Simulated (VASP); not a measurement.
Wanted: the native input for a VASP 6.6.1 run.

```yaml
Task: single point
Functional: PBEsol
Potentials_or_basis: VASP PAW PBE potentials, release 64 (Pb_d, Te)
Cutoff: 520 eV
k_mesh: 7 × 7 × 7
Occupations: fermi-dirac, width 0.05 eV
Spin: no spin polarisation
Dipole_correction: no
Further_INCAR_settings: ALGO = Normal; EDIFF = 1e-06; NBANDS = 17
```

The structure of TePb lies in POSCAR:

```
TePb
1.0
    0.0000000000      3.2209280666      3.2209280666
    3.2209280666      0.0000000000      3.2209280666
    3.2209280666      3.2209280666      0.0000000000
Pb Te
1 1
Direct
    0.0000000000      0.0000000000      0.0000000000
    0.5000000000      0.5000000000      0.5000000000
```

These files were run (other wordings do the same):

INCAR

```
  PREC = Accurate
  ENCUT = 520
  EDIFF = 1E-6
  ISMEAR = -1
  SIGMA = 0.05
  LREAL = F
  LASPH = T
  NELM = 80
  ALGO = Normal
  ISIF = 2
  LWAVE = F
  LCHARG = T
  GGA = PS
  LELF = T
  LVHAR = T
  NBANDS = 17
```

KPOINTS

```
Automatic mesh
0
Gamma
  7 7 7
```

Potentials or basis: VASP PAW PBE potentials, release 64 (Pb_d, Te).

Launch:

```console
$ cat potpaw_PBE.64/Pb_d/POTCAR potpaw_PBE.64/Te/POTCAR > POTCAR
$ mpirun -np 1 vasp_std > vasp.out
```

It gave:

```
Pressure : 0.0 GPa
```

Caveat: the PAW data sets were made with another functional, which shifts forces and pressure a little.

It took 35 s on 1 thread of AMD EPYC 7R43 64-Core Processor (Zen 3) (shared host), peak memory 0.17 GiB.
